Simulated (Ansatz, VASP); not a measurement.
## Fe: VASP beside Ansatz

```xyz
1
Lattice="-1.4159 1.4159 1.4159 1.4159 -1.4159 1.4159 1.4159 1.4159 -1.4159" Properties=species:S:1:pos:R:3 pbc="T T T"
Fe    0.0000    0.0000    0.0000
```

Alike in both runs: functional PBE; k mesh 20 × 20 × 20; occupations gaussian, width 0.1 eV; collinear spin.

Ansatz relaxed the structure, and its values are those at the end. VASP's run is a single point on that final structure, the one shown.

|  | VASP | Ansatz |
| --- | --- | --- |
| version | VASP 6.6.1 | Ansatz 0.2.0 |
| potentials or method | VASP PAW PBE potentials, release 64 (Fe), cutoff 520 eV | scalar-relativistic, plane waves, PAW |
| valence electrons in the cell | 8 | 16 |

|  | VASP | Ansatz | Ansatz less VASP |
| --- | --- | --- | --- |
| gap on the k mesh at the Fermi level (eV) | none | none | - |
| pressure (GPa) | 0.0 | 0.0 | -0.08 |
| net moment per atom (μB) | 2.20 | 2.17 | -0.027 |
| size of the moment on the site where the two differ most (μB) | 2.19 | 2.22 | +0.022 |

Site moments also hang on the region over which each program counts them. A gap of «none» marks a metal or a gap that the smearing closes. The functional is the same, so the differences come from potentials, cutoffs and numerics. VASP's potentials hold 8 valence electrons a cell and Ansatz's 16, so a difference there can come from the potentials and not from the codes.
